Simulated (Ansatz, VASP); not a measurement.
# Cs2AgBiBr6: VASP beside Ansatz

```
Bi Ag Cs Br
1.0
     0.00000    5.64187    5.64187
     5.64187    0.00000    5.64187
     5.64187    5.64187    0.00000
Bi Ag Cs Br
1 1 2 6
Direct
  0.00000 0.00000 0.00000
  0.50000 0.50000 0.50000
  0.25000 0.25000 0.25000
  0.75000 0.75000 0.75000
  0.25055 0.74945 0.25055
  0.25055 0.74945 0.74945
  0.74945 0.25055 0.74945
  0.74945 0.25055 0.25055
  0.25055 0.25055 0.74945
  0.74945 0.74945 0.25055
```

Alike in both runs: task single point; functional r2SCAN; k mesh 4 × 4 × 4; occupations fermi-dirac, width 0.129 eV; no spin polarisation.

|  | VASP | Ansatz |
| --- | --- | --- |
| version | VASP 6.6.1 | Ansatz 0.2.0 |
| potentials or method | VASP PAW PBE potentials, release 64 (Bi_d, Ag, Cs_sv, Br), cutoff 520 eV | PAW plane waves |
| valence electrons in the cell | 86 | 94 |

VASP gave:

```
pressure (GPa)                     : 0.6
rms of the force components (eV/Å) : 0.088
```

Which values does Ansatz return?

Pressure (GPa): 0.6; rms of the force components (eV/Å): 0.085.

VASP's potentials were made for PBE, not for r2SCAN. Atom by atom the forces differ by 0.003 eV/Å (rms over components). The functional is the same, so the differences come from potentials, cutoffs and numerics. VASP's potentials hold 86 valence electrons a cell and Ansatz's 94, so a difference there can come from the potentials and not from the codes.

Spin-orbit coupling is off throughout.
